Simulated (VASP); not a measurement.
# Hf in VASP: single point with LDA

Aim: the single point of Hf with LDA.

Everything below comes from runs of VASP 6.6.1. Logs are shortened: lines on timing, memory, paths and dates and some standing lists are left out, and cuts for length are marked.

## (1) The cell of the first run

The cell holds a slab with vacuum, 12 atoms: a = 5.411 Å, b = 5.411 Å, c = 28.789 Å, α = 90.00°, β = 90.00°, γ = 120.00°.

## (2) Single point, LDA

Contents of INCAR:

```
SYSTEM = Hf
PREC     = Accurate       ! precision mode
ENCUT    = 400            ! plane-wave cutoff, eV
EDIFF    = 1E-6           ! SCF threshold, eV
ISMEAR   = 1              ! smearing method
SIGMA    = 0.1            ! smearing width, eV
LREAL    = .False.        ! projectors in reciprocal space
LASPH    = .True.         ! aspherical terms in the spheres
NELM     = 120            ! most SCF steps
ALGO     = Normal         ! electronic algorithm
ISIF     = 2              ! what is computed and relaxed
LWAVE    = .False.        ! write WAVECAR
LCHARG   = .True.         ! write CHGCAR
LDIPOL   = .True.       
IDIPOL   = 3            
DIPOL    = 0.5 0.5 0.334
GGA      = CA             ! functional
LELF     = .True.         ! ELF
LVHAR    = .True.       
LVACPOTAV= .True.       
NBANDS   = 72             ! bands
GGA_COMPAT= .False.      
NELMDL   = -8
```

Contents of KPOINTS:

```
regular mesh
0
Gamma
  9 9 1
  0 0 0
```

Contents of POSCAR:

```
Hf
1.0
    0.0000000284      5.4114904290      0.0000000000
   -4.6864881981     -2.7057451899      0.0000000000
    0.0000000000      0.0000000000     28.7889438077
Hf
12
Direct
    0.6666666667      0.6666666667      0.2084133423
    0.3333333333      1.0000000000      0.2084133423
    0.0000000000      0.3333333333      0.2084133423
    0.3333333333      0.3333333333      0.2888605202
    0.0000000000      0.6666666667      0.2888545080
    0.6666666667      0.0000000000      0.2889720184
    0.6693214810      0.6718052249      0.3772900247
    0.3358170773      0.9973451857      0.3772900247
   -0.0051385582      0.3308495894      0.3772900247
    0.3333333333      0.3333333333      0.4610694169
    0.0000000000      0.6666666667      0.4630151363
    0.6666666667      0.0000000000      0.4633741781
```

Potentials or basis: VASP PAW LDA potentials, release 64 (Hf_pv).

Run with:

```sh
$ cat potpaw_LDA.64/Hf_pv/POTCAR > POTCAR
$ mpirun -np 1 vasp_std > vasp.out
```

OUTCAR:

```text
SYSTEM = Hf
   PREC = Accurate
   ENCUT = 400
   EDIFF = 1E-6
   ISMEAR = 1
   LREAL = .False.
   LASPH = .True.
   NELM = 120
   ISIF = 2
   GGA = CA
   NELMDL = -8

 ion  position               nearest neighbor table
   1  0.667  0.667  0.208-   5 2.94   4 2.94   6 2.94   2 3.12   3 3.12   3 3.12   2 3.12   3 3.12
                             2 3.12
   2  0.333  0.000  0.208-   5 2.94   4 2.94   6 2.94   3 3.12   1 3.12   1 3.12   3 3.12   3 3.12
                             1 3.12
   3  0.000  0.333  0.208-   5 2.94   4 2.94   6 2.94   2 3.12   1 3.12   1 3.12   1 3.12   2 3.12
                             2 3.12
   4  0.333  0.333  0.289-   3 2.94   2 2.94   1 2.94   5 3.12   5 3.12   5 3.12   6 3.12   6 3.12
                             6 3.12   9 3.13   8 3.13   7 3.13
   5  0.000  0.667  0.289-   1 2.94   2 2.94   3 2.94   7 3.12   8 3.12   9 3.12   4 3.12   4 3.12
                             4 3.12   6 3.12   6 3.12   6 3.12
   6  0.667  0.000  0.289-   1 2.94   3 2.94   2 2.94   8 3.11   7 3.11   9 3.11   4 3.12   4 3.12
                             4 3.12   5 3.12   5 3.12   5 3.12
   7  0.669  0.672  0.377-  10 3.02  12 3.05  11 3.06   8 3.09   9 3.09   6 3.11   5 3.12   9 3.12
                             8 3.12   4 3.13   9 3.16   8 3.16
   8  0.336  0.997  0.377-  10 3.02  12 3.05  11 3.06   7 3.09   9 3.09   6 3.11   5 3.12   7 3.12
                             9 3.12   4 3.13   9 3.16   7 3.16
   9  0.995  0.331  0.377-  10 3.02  12 3.05  11 3.06   8 3.09   7 3.09   6 3.11   5 3.12   7 3.12
                             8 3.12   4 3.13   8 3.16   7 3.16
  10  0.333  0.333  0.461-   9 3.02   8 3.02   7 3.02  11 3.12  11 3.12  11 3.12  12 3.13  12 3.13
                            12 3.13
  11  0.000  0.667  0.463-   7 3.06   8 3.06   9 3.06  12 3.12  12 3.12  12 3.12  10 3.12  10 3.12
                            10 3.12
  12  0.667  0.000  0.463-   8 3.05   7 3.05   9 3.05  11 3.12  11 3.12  11 3.12  10 3.13  10 3.13
                            10 3.13

  LATTYP: Found a hexagonal cell.
 ALAT       =     5.4114904290
 C/A-ratio  =     5.3199657627

  Lattice vectors:

 A1 = (   0.0000000284,   5.4114904290,   0.0000000000)
 A2 = (  -4.6864881981,  -2.7057451899,   0.0000000000)
 A3 = (   0.0000000000,   0.0000000000,  28.7889438077)

Analysis of symmetry for initial positions (statically):
=====================================================================
 Subroutine PRICEL returns:
 Original cell was already a primitive cell.

 Routine SETGRP: Setting up the symmetry group for a
 hexagonal supercell.

 Subroutine GETGRP returns: Found  3 space group operations
 (whereof  1 operations were pure point group operations)
 out of a pool of 24 trial point group operations.

The static configuration has the point symmetry C_1 .
 The point group associated with its full space group is C_3 .

Analysis of symmetry for dynamics (positions and initial velocities):
=====================================================================
 Subroutine PRICEL returns:
 Original cell was already a primitive cell.

 Routine SETGRP: Setting up the symmetry group for a
 hexagonal supercell.

 Subroutine GETGRP returns: Found  3 space group operations
 (whereof  1 operations were pure point group operations)
 out of a pool of 24 trial point group operations.

The dynamic configuration has the point symmetry C_1 .
 The point group associated with its full space group is C_3 .

 Subroutine INISYM returns: Found  3 space group operations
 (whereof  1 operations are pure point group operations),
 and found     1 'primitive' translations

----------------------------------------------------------------------------------------

                                     Primitive cell

  volume of cell :     730.1131

  direct lattice vectors                    reciprocal lattice vectors
     0.000000028  5.411490429  0.000000000    -0.106689695  0.184791975  0.000000000
    -4.686488198 -2.705745190  0.000000000    -0.213379392  0.000000001  0.000000000
     0.000000000  0.000000000 28.788943808     0.000000000  0.000000000  0.034735557

  length of vectors
     5.411490429  5.411490429 28.788943808     0.213379392  0.213379392  0.034735557

[... 48 lines left out ...]
     0.000000000  0.000000000  0.000000000

 Subroutine IBZKPT returns following result:
 ===========================================

 Found     15 irreducible k-points:

 Following reciprocal coordinates:
            Coordinates               Weight
  0.000000  0.000000  0.000000      1.000000
  0.111111  0.000000  0.000000      6.000000
  0.222222  0.000000  0.000000      6.000000
  0.333333  0.000000  0.000000      6.000000
  0.444444  0.000000  0.000000      6.000000
  0.111111  0.111111  0.000000      6.000000
  0.222222  0.111111  0.000000      6.000000
 -0.222222  0.333333  0.000000      6.000000
  0.333333  0.111111  0.000000      6.000000
 -0.333333  0.444444  0.000000      6.000000
  0.444444  0.111111  0.000000      6.000000
  0.222222  0.222222  0.000000      6.000000
  0.333333  0.222222  0.000000      6.000000
 -0.333333 -0.444444  0.000000      6.000000
  0.333333  0.333333  0.000000      2.000000
   k-points           NKPTS =     15   k-points in BZ     NKDIM =     15   number of bands    NBANDS=     72
   number of dos      NEDOS =    301   number of ions     NIONS =     12
   total plane-waves  NPLWV = 248832
   dimension x,y,z NGX =    36 NGY =   36 NGZ =  192
   dimension x,y,z NGXF=    72 NGYF=   72 NGZF=  384
   ions per type =              12
   NGX,Y,Z   is equivalent  to a cutoff of  11.06, 11.06, 11.09 a.u.
   NGXF,Y,Z  is equivalent  to a cutoff of  22.12, 22.12, 22.17 a.u.
 SYSTEM =  Hf
   PREC   = accura    normal or accurate (medium, high low for compatibility)
   ISTART =      0    job   : 0-new  1-cont  2-samecut
   ICHARG =      2    charge: 1-file 2-atom 10-const
   ISPIN  =      1    spin polarized calculation?
   LNONCOLLINEAR =      F non collinear calculations
   LSORBIT =      F    spin-orbit coupling
   LASPH  =      T    aspherical Exc in radial PAW
   ENCUT  =  400.0 eV  29.40 Ry    5.42 a.u.   8.82  8.82 46.95*2*pi/ulx,y,z
   NELM   =    120;   NELMIN=  2; NELMDL= -8     # of ELM steps
   EDIFF  = 0.1E-05   stopping-criterion for ELM
   LREAL  =      F    real-space projection
   EDIFFG = 0.1E-04   stopping-criterion for IOM
   NSW    =      0    number of steps for IOM
   IBRION =     -1    ionic relax: 0-MD 1-quasi-New 2-CG
   NFREE  =      0    steps in history (QN), initial steepest desc. (CG)
   ISIF   =      2    stress and relaxation
   ISYM   =      2    0-nonsym 1-usesym 2-fastsym
   POTIM  = 0.5000    time-step for ionic-motion
   TEBEG  =    0.0;   TEEND  =   0.0 temperature during run
   PSTRESS=    0.0 pullay stress
   NELECT =     120.0000    total number of electrons
   NUPDOWN=      -1.0000    fix difference up-down
   EMIN   =  10.00;   EMAX   =-10.00  energy-range for DOS
   EFERMI =   0.00;   METHOD = LEGACY
   ISMEAR =     1;   SIGMA  =   0.10  broadening in eV -4-tet -1-fermi 0-gaus
   EFERMI_NEDOS =   21; number of points for ismear=-14 and -15
   IALGO  =     38    algorithm
   IMIX   =      4    mixing-type and parameters
     AMIX     =   0.40;   BMIX     =  1.00
     AMIX_MAG =   1.60;   BMIX_MAG =  1.00
  volume/ion in A,a.u.               =      60.84       410.59
  Fermi-wavevector in a.u.,A,eV,Ry     =   0.896751  1.694614 10.941293  0.804162
  Thomas-Fermi vector in A             =   2.019249
   LORBIT       =      0    0 simple, 1 ext, 2 COOP (PROOUT), +10 PAW based schemes
   GGA     = CA    functional components
   LHFCALC =     F    Hartree Fock is set to
   AEXX    =    0.0000 exact exchange contribution
   IVDW    =     0    specifies the selected vdW correction
   LEPSILON=     F    determine dielectric tensor
   LRPA    =     F    only Hartree local field effects (RPA)
 non-spin polarized calculation
 Methfessel and Paxton  Order N= 1 SIGMA  =   0.10
  energy-cutoff  :      400.00
  volume of cell :      730.11
 maximum number of plane-waves:     13299
   NGX = 17   NGY = 17   NGZ = 93

 dipolmoment           0.000000      0.000000     -0.035899 electrons x Angstroem

 number of electron     119.9999973 magnetization

 dipolmoment           0.000000      0.000000      0.012246 electrons x Angstroem

 Free energy of the ion-electron system (eV)
  ---------------------------------------------------
  ext. energy  EPLUGINS =         0.00000000
  ---------------------------------------------------
  free energy    TOTEN  =      -122.01161303 eV

  energy without entropy =     -122.01147466  energy(sigma->0) =     -122.01156691

 E-fermi :  -1.1282     XC(G=0):  -4.8051

 val. band max:       -1.1358864246   @ k =   0.3333   0.3333   0.0000
 cond. band min:      -1.1261197919   @ k =   0.3333   0.3333   0.0000
 fundamental gap:      0.0097666327
 Fermi energy:        -1.1282397423

 k-point     1 :       0.0000    0.0000    0.0000
  band No.  band energies     occupation
      1     -32.0099      2.00000
      2     -31.9136      2.00000
      3     -31.8570      2.00000
      4     -31.8570      2.00000
      5     -31.8273      2.00000
      6     -31.8190      2.00000
[... 1114 lines left out ...]
     71       0.0906     -0.00000
     72       0.1088     -0.00000

------------------------ aborting loop because EDIFF is reached ----------------------------------------

  FORCE on cell =-STRESS in cart. coord.  units (eV):
  Direction    XX          YY          ZZ          XY          YZ          ZX
  --------------------------------------------------------------------------------------
  -------------------------------------------------------------------------------------
  Total       -6.2250678     -6.2250678     -4.8833217      0.0000000      0.0000000      0.0000000
  in kB      -13.6604347    -13.6604347    -10.7160756      0.0000000      0.0000000      0.0000000
  external PRESSURE =     -12.6789816 kB  Pullay stress =       0.0000000 kB

 VOLUME and BASIS-vectors are now :
 -----------------------------------------------------------------------------
  energy-cutoff  :      400.00
  volume of cell :      730.11
      direct lattice vectors                 reciprocal lattice vectors
     0.000000028  5.411490429  0.000000000    -0.106689695  0.184791975  0.000000000
    -4.686488198 -2.705745190  0.000000000    -0.213379392  0.000000001  0.000000000
     0.000000000  0.000000000 28.788943808     0.000000000  0.000000000  0.034735557

 POSITION                                       TOTAL-FORCE (eV/Angst)
 -----------------------------------------------------------------------------------
     -3.12433      1.80383      6.00000        -0.013311     -0.000243      0.006484
      0.00000      1.80383      6.00000         0.006445      0.011650      0.006484
     -1.56216     -0.90192      6.00000         0.006866     -0.011406      0.006484
     -1.56216      0.90192      8.31599         0.000000      0.000000     -0.042009
     -3.12433     -1.80383      8.31582         0.000000      0.000000     -0.049764
      0.00000      3.60766      8.31920         0.000000      0.000000     -0.115196
     -3.14841      1.80429     10.86178         0.041809      0.046337      0.767716
     -4.67405     -0.88129     10.86178         0.019224     -0.059376      0.767716
     -1.55052      4.48849     10.86178        -0.061033      0.013039      0.767716
     -1.56216      0.90192     13.27370         0.000000      0.000000     -0.661799
     -3.12433     -1.80383     13.32972         0.000000      0.000000     -0.768634
      0.00000      3.60766     13.34005         0.000000      0.000000     -0.685198
 -----------------------------------------------------------------------------------
    total drift:                               -0.000000      0.000000     -0.000969

  FREE ENERGIE OF THE ION-ELECTRON SYSTEM (eV)
  ---------------------------------------------------
  free  energy   TOTEN  =      -122.0116130330 eV

  energy  without entropy=     -122.0114746560  energy(sigma->0) =     -122.01156691

 vacuum level on the upper side and lower side of the slab         3.541         3.453
```

Run time: 50 min. Hardware: 1 thread of Intel Xeon Platinum 8259CL at 2.50GHz (Skylake/Cascade Lake), shared host; peak memory 0.64 GiB.

What came out:

- Free energy: -122.0116 eV
- Largest force: 0.770 eV/Å
- Band gap on the k mesh: zero (bands 60 and 61 overlap by 0.42 eV)

Forces in eV/Å, atoms in the order of the input:
```
Hf  -0.013  0.000  0.006
Hf   0.006  0.012  0.006
Hf   0.007 -0.011  0.006
Hf   0.000  0.000 -0.042
Hf   0.000  0.000 -0.050
Hf   0.000  0.000 -0.115
Hf   0.042  0.046  0.768
Hf   0.019 -0.059  0.768
Hf  -0.061  0.013  0.768
Hf   0.000  0.000 -0.662
Hf   0.000  0.000 -0.769
Hf   0.000  0.000 -0.685
```

Caveat: spin-orbit coupling is left out, which moves the levels of the heavy elements.
